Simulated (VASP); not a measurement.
Wanted: the native input for a VASP 6.6.1 run.

* Task: electric field gradients
* Functional: LDA
* Potentials or basis: VASP PAW LDA potentials, release 64 (Zr_sv, B)
* Cutoff: 520 eV
* k mesh: 13 × 13 × 10
* Occupations: fermi-dirac, width 0.05 eV
* Spin: no spin polarisation
* Dipole correction: no
* Further INCAR settings: ALGO = Normal; EDIFF = 1e-08; NBANDS = 16

The structure of ZrB2 lies in POSCAR:

```
ZrB2
1.0
    3.1675246616      0.0000000000      0.0000000000
   -1.5837623308      2.7431568240      0.0000000000
    0.0000000000      0.0000000000      3.5523880600
Zr B
1 2
Direct
    0.0000000000      0.0000000000      0.0000000000
    0.3333333333      0.6666666667      0.5000000000
    0.6666666667      0.3333333333      0.5000000000
```

The input as run:

INCAR

```
PREC     = Accurate       # precision mode
ENCUT    = 520            # plane-wave cutoff, eV
EDIFF    = 1E-8           # SCF threshold, eV
ISMEAR   = -1             # smearing method
SIGMA    = 0.05           # smearing width, eV
LREAL    = False          # projectors in reciprocal space
LASPH    = True           # aspherical terms in the spheres
NELM     = 60             # most SCF steps
ALGO     = Normal         # electronic algorithm
ISIF     = 2              # what is computed and relaxed
LWAVE    = False          # write WAVECAR
LCHARG   = False          # write CHGCAR
GGA      = CA             # functional
LEFG     = True         
NBANDS   = 16             # bands
```

KPOINTS

```
regular mesh
0
Gamma
  13 13 10
```

Potentials or basis: VASP PAW LDA potentials, release 64 (Zr_sv, B).

Launch:

```console
$ cat potpaw_LDA.64/Zr_sv/POTCAR potpaw_LDA.64/B/POTCAR > POTCAR
$ mpirun -np 1 vasp_std > vasp.out
```

It gave:

* Pressure: -9.2 GPa
* Band gap on the k mesh: zero (band 9 reaches 10.94 eV, above the bottom of band 10 at 10.10 eV)

Caveat: without QUAD_EFG the Cq values of the log hold for a quadrupole moment of 1 mb, not for the nuclei.

Run time: 32 s on 1 thread of Intel(R) Xeon(R) Platinum 8488C (Sapphire Rapids), on a shared host, peak memory 0.17 GiB.
